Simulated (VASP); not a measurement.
# Al3Cu (R-3m) in VASP: further runs

Runs on Al3Cu. Level: PBEsol. Tasks: single point.

Program: VASP 6.6.1. These are calculated values, not measurements. Logs are shortened: lines on timing, memory, paths and dates and some standing lists are left out, and cuts for length are marked.

## (1) The cell of the first run

Symmetry: R-3m, No. 166, trigonal system. Conventional cell: a = 4.909 Å, b = 4.909 Å, c = 8.477 Å, α = 90.00°, β = 90.00°, γ = 120.00°. Al (site symmetry 2/m) has 8 Al at 2.45 to 3.16 Å and 4 Cu at 2.45 to 3.16 Å within 3.2 Å. Within 3.2 Å of Cu (site symmetry -3m) lie 12 Al at 2.45 to 3.16 Å.

## (2) Single point, PBEsol

INCAR

```
  PREC = Accurate
  ENCUT = 520
  EDIFF = 1E-6
  ISMEAR = 0
  SIGMA = 0.15
  LREAL = F
  LASPH = T
  NELM = 100
  ALGO = Fast
  ISIF = 2
  LWAVE = F
  LCHARG = F
  GGA = PS
  NBANDS = 18
```

KPOINTS

```
regular mesh
0
Gamma
  14 14 14
```

POSCAR

```
Al3Cu
1.0
    3.9455334230      0.4743896491      0.4743896491
    0.4743896491      3.9455334230      0.4743896491
    0.4743896491      0.4743896491      3.9455334230
Al Cu
3 1
Direct
    0.0000000000      0.5000000000      0.5000000000
    0.5000000000      0.0000000000      0.5000000000
    0.5000000000      0.5000000000      0.0000000000
    0.0000000000      0.0000000000      0.0000000000
```

Potentials or basis: VASP PAW PBE potentials, release 64 (Al, Cu).

Launch:

```bash
cat potpaw_PBE.64/Al/POTCAR potpaw_PBE.64/Cu/POTCAR > POTCAR
mpirun -np 1 vasp_std > vasp.out
```

OUTCAR:

```text
PREC = Accurate
   ENCUT = 520
   EDIFF = 1E-6
   ISMEAR = 0
   LREAL = F
   LASPH = T
   NELM = 100
   ISIF = 2
   GGA = PS

 ion  position               nearest neighbor table
   1  0.000  0.500  0.500-   3 2.45   4 2.45   2 2.45   4 2.45   2 2.45   3 2.45   2 3.16   3 3.16
                             3 3.16   2 3.16
   2  0.500  0.000  0.500-   3 2.45   4 2.45   1 2.45   3 2.45   1 2.45   4 2.45   3 3.16   1 3.16
                             3 3.16   1 3.16
   3  0.500  0.500  0.000-   1 2.45   2 2.45   2 2.45   4 2.45   1 2.45   4 2.45   2 3.16   1 3.16
                             2 3.16   1 3.16
   4  0.000  0.000  0.000-   1 2.45   2 2.45   1 2.45   3 2.45   2 2.45   3 2.45

  LATTYP: Found a trigonal (rhomboedric) cell.
 ALAT       =     4.0021650479
 COS(alpha) =     0.2477620922

  Lattice vectors:

 A1 = (   3.9455334230,   0.4743896491,   0.4743896491)
 A2 = (   0.4743896491,   3.9455334230,   0.4743896491)
 A3 = (   0.4743896491,   0.4743896491,   3.9455334230)

Analysis of symmetry for initial positions (statically):
=====================================================================
 Subroutine PRICEL returns:
 Original cell was already a primitive cell.

 Routine SETGRP: Setting up the symmetry group for a
 trigonal (rhombohedral) supercell.

 Subroutine GETGRP returns: Found 12 space group operations
 (whereof 12 operations were pure point group operations)
 out of a pool of 12 trial point group operations.

The static configuration has the point symmetry D_3d.

Analysis of symmetry for dynamics (positions and initial velocities):
=====================================================================
 Subroutine PRICEL returns:
 Original cell was already a primitive cell.

 Routine SETGRP: Setting up the symmetry group for a
 trigonal (rhombohedral) supercell.

 Subroutine GETGRP returns: Found 12 space group operations
 (whereof 12 operations were pure point group operations)
 out of a pool of 12 trial point group operations.

The dynamic configuration has the point symmetry D_3d.

 Subroutine INISYM returns: Found 12 space group operations
 (whereof 12 operations are pure point group operations),
 and found     1 'primitive' translations

----------------------------------------------------------------------------------------

                                     Primitive cell

  volume of cell :      58.9708

  direct lattice vectors                    reciprocal lattice vectors
[... 95 lines left out ...]
   IBRION =     -1    ionic relax: 0-MD 1-quasi-New 2-CG
   NFREE  =      0    steps in history (QN), initial steepest desc. (CG)
   ISIF   =      2    stress and relaxation
   ISYM   =      2    0-nonsym 1-usesym 2-fastsym
   POTIM  = 0.5000    time-step for ionic-motion
   TEBEG  =    0.0;   TEEND  =   0.0 temperature during run
   PSTRESS=    0.0 pullay stress
   NELECT =      20.0000    total number of electrons
   NUPDOWN=      -1.0000    fix difference up-down
   EMIN   =  10.00;   EMAX   =-10.00  energy-range for DOS
   EFERMI =   0.00;   METHOD = LEGACY
   ISMEAR =     0;   SIGMA  =   0.15  broadening in eV -4-tet -1-fermi 0-gaus
   EFERMI_NEDOS =   21; number of points for ismear=-14 and -15
   IALGO  =     68    algorithm
   IMIX   =      4    mixing-type and parameters
     AMIX     =   0.40;   BMIX     =  1.00
     AMIX_MAG =   1.60;   BMIX_MAG =  1.00
  volume/ion in A,a.u.               =      14.74        99.49
  Fermi-wavevector in a.u.,A,eV,Ry     =   1.141666  2.157437 17.733861  1.303402
  Thomas-Fermi vector in A             =   2.278366
   LORBIT       =      0    0 simple, 1 ext, 2 COOP (PROOUT), +10 PAW based schemes
   GGA     = PS    functional components
   LHFCALC =     F    Hartree Fock is set to
   AEXX    =    0.0000 exact exchange contribution
   IVDW    =     0    specifies the selected vdW correction
   LEPSILON=     F    determine dielectric tensor
   LRPA    =     F    only Hartree local field effects (RPA)
 non-spin polarized calculation
 RMM-DIIS sequential band-by-band and
 Gauss-broadening in eV      SIGMA  =   0.15
  energy-cutoff  :      520.00
  volume of cell :       58.97
 maximum number of plane-waves:      1607
 NGX is ok and might be reduce to    30

 number of electron      19.9999979 magnetization

 Free energy of the ion-electron system (eV)
  ---------------------------------------------------
  ext. energy  EPLUGINS =         0.00000000
  ---------------------------------------------------
  free energy    TOTEN  =       -15.55393022 eV

  energy without entropy =      -15.53623185  energy(sigma->0) =      -15.54508104

 E-fermi :   8.4398     XC(G=0): -10.8515

 val. band max:        8.4397016770   @ k =   0.4286   0.2857   0.0714
 cond. band min:       8.4427805857   @ k =  -0.2857   0.1429   0.1429
 fundamental gap:      0.0030789086
 Fermi energy:         8.4398439263

 k-point     1 :       0.0000    0.0000    0.0000
  band No.  band energies     occupation
      1      -2.9974      2.00000
      2       3.5392      2.00000
      3       3.5392      2.00000
      4       4.3061      2.00000
      5       4.3061      2.00000
      6       4.4719      2.00000
[... 481 lines left out ...]
      5       4.1481      2.00000
      6       4.2978      2.00000
[... 10 lines left out ...]
     17      14.7728      0.00000
     18      15.4694      0.00000

 [... further k-points ...]

------------------------ aborting loop because EDIFF is reached ----------------------------------------

  FORCE on cell =-STRESS in cart. coord.  units (eV):
  Direction    XX          YY          ZZ          XY          YZ          ZX
  --------------------------------------------------------------------------------------
  -------------------------------------------------------------------------------------
  Total        4.2469923      4.2469923      4.2469923     -3.9682078     -3.9682078     -3.9682078
  in kB      115.3865370    115.3865370    115.3865370   -107.8122394   -107.8122394   -107.8122394
  external PRESSURE =     115.3865370 kB  Pullay stress =       0.0000000 kB

 VOLUME and BASIS-vectors are now :
 -----------------------------------------------------------------------------
  energy-cutoff  :      520.00
  volume of cell :       58.97
      direct lattice vectors                 reciprocal lattice vectors
     3.945533423  0.474389649  0.474389649     0.260165912 -0.027923566 -0.027923566
     0.474389649  3.945533423  0.474389649    -0.027923566  0.260165912 -0.027923566
     0.474389649  0.474389649  3.945533423    -0.027923566 -0.027923566  0.260165912

 POSITION                                       TOTAL-FORCE (eV/Angst)
 -----------------------------------------------------------------------------------
      0.47439      2.20996      2.20996        -0.000000      0.000000      0.000000
      2.20996      0.47439      2.20996         0.000000     -0.000000     -0.000000
      2.20996      2.20996      0.47439         0.000000     -0.000000      0.000000
      0.00000      0.00000      0.00000        -0.000000      0.000000      0.000000
 -----------------------------------------------------------------------------------
    total drift:                                0.000000     -0.000000      0.000000

  FREE ENERGIE OF THE ION-ELECTRON SYSTEM (eV)
  ---------------------------------------------------
  free  energy   TOTEN  =       -15.5539302227 eV

  energy  without entropy=      -15.5362318509  energy(sigma->0) =      -15.54508104
```

OSZICAR:

```text
N       E                     dE             d eps       ncg     rms          rms(c)
DAV:   1     0.778008890222E+02    0.77801E+02   -0.83571E+03 10388   0.115E+03
DAV:   2    -0.140060103106E+02   -0.91807E+02   -0.84981E+02 10606   0.216E+02
[... 10 lines left out ...]
RMM:  13    -0.155540253413E+02   -0.18007E-04   -0.37261E-03 14591   0.603E-01    0.102E-01
RMM:  14    -0.155541171690E+02   -0.91828E-04   -0.10984E-03 14825   0.210E-01    0.139E-01
RMM:  15    -0.155542237897E+02   -0.10662E-03   -0.21195E-04 14401   0.109E-01    0.156E-01
RMM:  16    -0.155540846933E+02    0.13910E-03   -0.54664E-05 13259   0.790E-02    0.128E-01
RMM:  17    -0.155539372216E+02    0.14747E-03   -0.14939E-04 14380   0.131E-01    0.882E-02
RMM:  18    -0.155539297501E+02    0.74715E-05   -0.12296E-05 13577   0.280E-02    0.863E-02
RMM:  19    -0.155539302227E+02   -0.47264E-06   -0.23353E-06  9658   0.123E-02
   1 F= -.15553930E+02 E0= -.15545081E+02  d E =-.176984E-01
```

stdout:

```text
POSCAR found type information on POSCAR AlCu
 POSCAR found :  2 types and       4 ions
 scaLAPACK will be used
 -----------------------------------------------------------------------------
|                                                                             |
|                                                                             |
|     You enforced a specific xc type in the INCAR file but a different       |
|     I HOPE YOU KNOW WHAT YOU ARE DOING!                                     |
|                                                                             |
 -----------------------------------------------------------------------------

 LDA part: xc-table for (Slater+PW92), standard interpolation
 POSCAR, INCAR and KPOINTS ok, starting setup
 FFT: planning ... GRIDC
 FFT: planning ... GRID_SOFT
 FFT: planning ... GRID
 WAVECAR not read
 entering main loop
```

It took 9.6 min on 1 thread of Intel Xeon Platinum 8375C at 2.90GHz (Ice Lake), shared host; peak memory 0.39 GiB.

What came out:

- Free energy: -15.5539 eV
- Pressure: 11.5 GPa
- Band gap on the k mesh: zero (bands 10 and 11 overlap by 2.60 eV)

Stress tensor (GPa, compression positive):
```
 11.54 -10.78 -10.78
-10.78  11.54 -10.78
-10.78 -10.78  11.54
```

Levels at points of the mesh, in eV from the Fermi level:
```tsv
k point	band 7	band 8	band 9	band 10	band 11	band 12	band 13	band 14
(0.00, 0.00, 0.00)	-3.08	-2.15	-2.15	-0.23	0.81	0.81	3.97	3.97
(0.50, 0.00, 0.00)	-3.79	-1.83	-1.57	0.15	1.10	1.91	3.38	3.46
(0.50, 0.50, 0.00)	-3.84	-3.65	-3.43	-1.03	-0.25	3.09	4.27	5.49
(0.50, 0.50, 0.50)	-3.90	-3.40	-3.23	-3.23	-1.31	-0.87	-0.87	8.45
```

Caveat: the cell stands under pressure; the PAW data sets were made with another functional, which shifts forces and pressure a little.

## (3) Single point, PBEsol

This run uses another cell than the first one, of the same volume but with other edges.

INCAR

```
SYSTEM = Al3Cu
ALGO     = Fast           ! electronic algorithm
EDIFF    = 1E-6           ! SCF threshold, eV
ENCUT    = 520            ! plane-wave cutoff, eV
GGA      = PS             ! functional
ISIF     = 2              ! what is computed and relaxed
ISMEAR   = 0              ! smearing method
LASPH    = .True.         ! aspherical terms in the spheres
LCHARG   = .False.        ! write CHGCAR
LREAL    = .False.        ! projectors in reciprocal space
LWAVE    = .False.        ! write WAVECAR
NBANDS   = 18             ! bands
NELM     = 80             ! most SCF steps
PREC     = Accurate       ! precision mode
SIGMA    = 0.15           ! smearing width, eV
```

KPOINTS

```
k-points
0
Gamma
  14 14 14
  0 0 0
```

POSCAR

```
Al3Cu
1.0
    3.9995762709     -0.6153194263     -0.6153194263
   -0.6153194263      3.9995762709     -0.6153194263
   -0.6153194263     -0.6153194263      3.9995762709
Al Cu
3 1
Direct
    0.0000000000      0.5000000000      0.5000000000
    0.5000000000      0.0000000000      0.5000000000
    0.5000000000      0.5000000000      0.0000000000
    0.0000000000      0.0000000000      0.0000000000
```

Potentials or basis: VASP PAW PBE potentials, release 64 (Al, Cu).

Launch:

```bash
cat potpaw_PBE.64/Al/POTCAR potpaw_PBE.64/Cu/POTCAR > POTCAR
mpirun -np 1 vasp_std > vasp.out
```

OUTCAR:

```text
SYSTEM = Al3Cu
   EDIFF = 1E-6
   ENCUT = 520
   GGA = PS
   ISIF = 2
   ISMEAR = 0
   LASPH = .True.
   LREAL = .False.
   NELM = 80
   PREC = Accurate

 ion  position               nearest neighbor table
   1  0.000  0.500  0.500-   2 2.47   3 2.47   4 2.47   4 2.47   3 2.47   2 2.47   2 3.26   3 3.26
                             2 3.26   3 3.26
   2  0.500  0.000  0.500-   1 2.47   3 2.47   4 2.47   3 2.47   4 2.47   1 2.47   3 3.26   1 3.26
                             1 3.26   3 3.26
   3  0.500  0.500  0.000-   1 2.47   2 2.47   4 2.47   2 2.47   1 2.47   4 2.47   1 3.26   1 3.26
                             2 3.26   2 3.26
   4  0.000  0.000  0.000-   1 2.47   2 2.47   3 2.47   1 2.47   2 2.47   3 2.47

  LATTYP: Found a trigonal (rhomboedric) cell.
 ALAT       =     4.0931462641
 COS(alpha) =    -0.2711864407

  Lattice vectors:

 A1 = (   3.9995762709,  -0.6153194263,  -0.6153194263)
 A2 = (  -0.6153194263,   3.9995762709,  -0.6153194263)
 A3 = (  -0.6153194263,  -0.6153194263,   3.9995762709)

Analysis of symmetry for initial positions (statically):
[... 181 lines left out ...]
 cond. band min:       7.9948371795   @ k =  -0.1429   0.2857   0.1429
 fundamental gap:      0.0070422693
 Fermi energy:         7.9941514709

 k-point     1 :       0.0000    0.0000    0.0000
  band No.  band energies     occupation
      1      -2.9082      2.00000
      2       3.9565      2.00000
      3       3.9565      2.00000
      4       4.2840      2.00000
      5       4.3131      2.00000
      6       4.3131      2.00000
[... 481 lines left out ...]
      5       4.1787      2.00000
      6       4.3750      2.00000
[... 10 lines left out ...]
     17      15.1192      0.00000
     18      15.7817      0.00000

 [... further k-points ...]

------------------------ aborting loop because EDIFF is reached ----------------------------------------

  FORCE on cell =-STRESS in cart. coord.  units (eV):
  Direction    XX          YY          ZZ          XY          YZ          ZX
  --------------------------------------------------------------------------------------
  -------------------------------------------------------------------------------------
  Total        6.1491829      6.1491829      6.1491829      2.3927934      2.3927934      2.3927934
  in kB      167.0671543    167.0671543    167.0671543     65.0098048     65.0098048     65.0098048
  external PRESSURE =     167.0671543 kB  Pullay stress =       0.0000000 kB

 VOLUME and BASIS-vectors are now :
 -----------------------------------------------------------------------------
  energy-cutoff  :      520.00
  volume of cell :       58.97
      direct lattice vectors                 reciprocal lattice vectors
     3.999576271 -0.615319426 -0.615319426     0.264842870  0.048153249  0.048153249
    -0.615319426  3.999576271 -0.615319426     0.048153249  0.264842870  0.048153249
    -0.615319426 -0.615319426  3.999576271     0.048153249  0.048153249  0.264842870

 POSITION                                       TOTAL-FORCE (eV/Angst)
 -----------------------------------------------------------------------------------
     -0.61532      1.69213      1.69213        -0.000000      0.000000     -0.000000
      1.69213     -0.61532      1.69213        -0.000000      0.000000      0.000000
      1.69213      1.69213     -0.61532        -0.000000     -0.000000      0.000000
      0.00000      0.00000      0.00000         0.000000     -0.000000      0.000000
 -----------------------------------------------------------------------------------
    total drift:                                0.000000      0.000000      0.000000

  FREE ENERGIE OF THE ION-ELECTRON SYSTEM (eV)
  ---------------------------------------------------
  free  energy   TOTEN  =       -14.7571471460 eV

  energy  without entropy=      -14.7402984836  energy(sigma->0) =      -14.74872281
```

stdout:

```text
POSCAR found type information on POSCAR AlCu
 POSCAR found :  2 types and       4 ions
 scaLAPACK will be used
 -----------------------------------------------------------------------------
|                                                                             |
|                                                                             |
|     You enforced a specific xc type in the INCAR file but a different       |
|     I HOPE YOU KNOW WHAT YOU ARE DOING!                                     |
|                                                                             |
 -----------------------------------------------------------------------------

 LDA part: xc-table for (Slater+PW92), standard interpolation
 POSCAR, INCAR and KPOINTS ok, starting setup
 FFT: planning ... GRIDC
 FFT: planning ... GRID_SOFT
 FFT: planning ... GRID
 WAVECAR not read
 entering main loop
WARNING in EDDRMM: call to ZHEGV failed, returncode =   6  3     18
```

Wall time 10 min (1 thread of Intel Xeon Platinum 8375C at 2.90GHz (Ice Lake), shared host); peak memory 0.39 GiB.

What came out:

* Free energy: -14.7571 eV
* Pressure: 16.7 GPa
* Band gap on the k mesh: zero (bands 10 and 11 overlap by 5.72 eV)

Caveat: the cell stands under pressure; the PAW data sets were made with another functional, which shifts forces and pressure a little.

## (4) Single point, PBEsol

This run uses another cell than the first one, of the same volume but with other edges.

INCAR

```
SYSTEM = Al3Cu
PREC = Accurate
ENCUT = 520
EDIFF = 1E-7
ISMEAR = 0
SIGMA = 0.15
LREAL = .FALSE.
LASPH = .TRUE.
NELM = 100
ALGO = Fast
ISIF = 2
LWAVE = .FALSE.
LCHARG = .FALSE.
GGA = PS
NBANDS = 18
```

KPOINTS

```
Automatic mesh
0
G
  14 14 14
  0 0 0
```

POSCAR

```
Al3Cu
1.0
    3.9035786739     -0.2054515092     -0.2054515092
   -0.2054515092      3.9035786739     -0.2054515092
   -0.2054515092     -0.2054515092      3.9035786739
Al Cu
3 1
Direct
    0.0000000000      0.5000000000      0.5000000000
    0.5000000000      0.0000000000      0.5000000000
    0.5000000000      0.5000000000      0.0000000000
    0.0000000000      0.0000000000      0.0000000000
```

Launch:

```bash
cat potpaw_PBE.64/Al/POTCAR potpaw_PBE.64/Cu/POTCAR > POTCAR
mpirun -np 1 vasp_std > vasp.out
```

Run time: 11 min. Hardware: 1 thread of Intel Xeon Platinum 8375C at 2.90GHz (Ice Lake), shared host; peak memory 0.39 GiB.

It converged, with:

```
Free energy            : -16.5542 eV
Pressure               : 2.6 GPa
Band gap on the k mesh : zero (bands 10 and 11 overlap by 4.93 eV)
```

Stress tensor (GPa, compression positive):
```
2.62 2.83 2.83
2.83 2.62 2.83
2.83 2.83 2.62
```

Levels at points of the mesh, in eV from the Fermi level:
| k point | band 6 | band 7 | band 8 | band 9 | band 10 | band 11 | band 12 | band 13 | band 14 | band 15 |
| --- | --- | --- | --- | --- | --- | --- | --- | --- | --- | --- |
| (0.00, 0.00, 0.00) | -3.66 | -2.45 | -2.45 | -2.07 | -0.42 | 0.61 | 0.61 | 4.44 | 5.36 | 5.36 |
| (0.50, 0.00, 0.00) | -3.69 | -3.44 | -0.27 | -0.26 | -0.17 | 0.31 | 1.36 | 2.64 | 2.96 | 4.18 |
| (0.50, 0.50, 0.00) | -3.94 | -3.45 | -3.39 | -3.10 | 0.92 | 2.22 | 2.54 | 2.55 | 3.34 | 4.36 |
| (0.50, 0.50, 0.50) | -4.36 | -3.47 | -3.47 | -2.85 | -2.76 | -2.24 | -2.24 | -0.43 | 10.75 | 10.75 |

Caveat: the PAW data sets were made with another functional, which shifts forces and pressure a little.

## (5) Overview

| cell | further INCAR settings | gap on the mesh (eV) | pressure (GPa) |
| --- | --- | --- | --- |
| a = 4.002 Å, angles 75.7°, 4 atoms | ALGO = Fast; EDIFF = 1e-06; NBANDS = 18 | none | 11.5 |
| a = 4.093 Å, angles 105.7°, 4 atoms | ALGO = Fast; EDIFF = 1e-06; NBANDS = 18 | none | 16.7 |
| a = 3.914 Å, angles 95.9°, 4 atoms | ALGO = Fast; EDIFF = 1e-07; NBANDS = 18 | none | 2.6 |

Alike in all rows: task single point; level PBEsol; potentials or basis VASP PAW PBE potentials, release 64 (Al, Cu); no spin polarisation; k mesh 14 × 14 × 14; cutoff (eV) 520; smearing gaussian 0.15 eV.

Caveats: the PAW data sets were made with another functional, which shifts forces and pressure a little; the cell stands under pressure (at least some runs).

Total energies depend on the potentials used, so only differences within one code and one set of settings carry meaning.
